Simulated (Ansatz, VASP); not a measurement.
**Two plane-wave programs on Ge**

File INCAR:

```
SYSTEM = Ge
ALGO = Normal ; EDIFF = 1E-7
ENCUT = 520 ; GGA = PS
ISIF = 2 ; ISMEAR = 0
LASPH = .TRUE. ; LCHARG = .FALSE.
LREAL = .FALSE. ; LWAVE = .FALSE.
NBANDS = 21 ; NELM = 100
PREC = Accurate ; SIGMA = 0.15
```

KPOINTS

```
k-points
0
G
  20 20 20
  0 0 0
```

Contents of POSCAR:

```
Ge
1.0
   -2.4457652330      2.4457652330      1.3275420110
    2.4457652330     -2.4457652330      1.3275420110
    2.4457652330      2.4457652330     -1.3275420110
Ge
2
Direct
    0.2500000000      0.7500000000      0.5000000000
    0.5000000000      0.5000000000      0.0000000000
```

Input for Ansatz:

```yaml
crystal:
  lattice:
    - [-2.445765233, 2.445765233, 1.327542011]
    - [2.445765233, -2.445765233, 1.327542011]
    - [2.445765233, 2.445765233, -1.327542011]
  atoms:
    - { symbol: Ge, position: [0.25, 0.75, 0.5] }
    - { symbol: Ge, position: [0.5, 0.5, 0.0] }
basis:
  ecutwfc: 420
kpoints:
  mp_grid: { grid: [20, 20, 20] }
hamiltonian:
  xc: pbesol
scf:
  occupations: { method: gaussian, width: 0.15 }
output:
  forces: true
  stress: true
  eigenvalues: true
```

Change from the starting cell: strain -0.050 along x and y, -0.050 along z, atoms carried along.

Alike in both runs: task single point; functional PBEsol; k mesh 20 × 20 × 20; occupations gaussian, width 0.15 eV; no spin polarisation.

|  | VASP | Ansatz |
| --- | --- | --- |
| version | VASP 6.6.1 | Ansatz 0.2.0 |
| potentials or method | VASP PAW PBE potentials, release 64 (Ge_d), cutoff 520 eV | scalar-relativistic, plane waves, PAW |
| valence electrons in the cell | 28 | 28 |

```tsv
	VASP	Ansatz	Ansatz less VASP
gap on the k mesh at the Fermi level (eV)	none	none	-
pressure (GPa)	16.0	15.9	-0.05
traceless stress, the component that is largest in VASP (GPa)	0.81	0.76	-0.045
```

VASP's potentials were made for PBE, not for PBEsol. A gap of «none» marks a metal or a gap that the smearing closes.
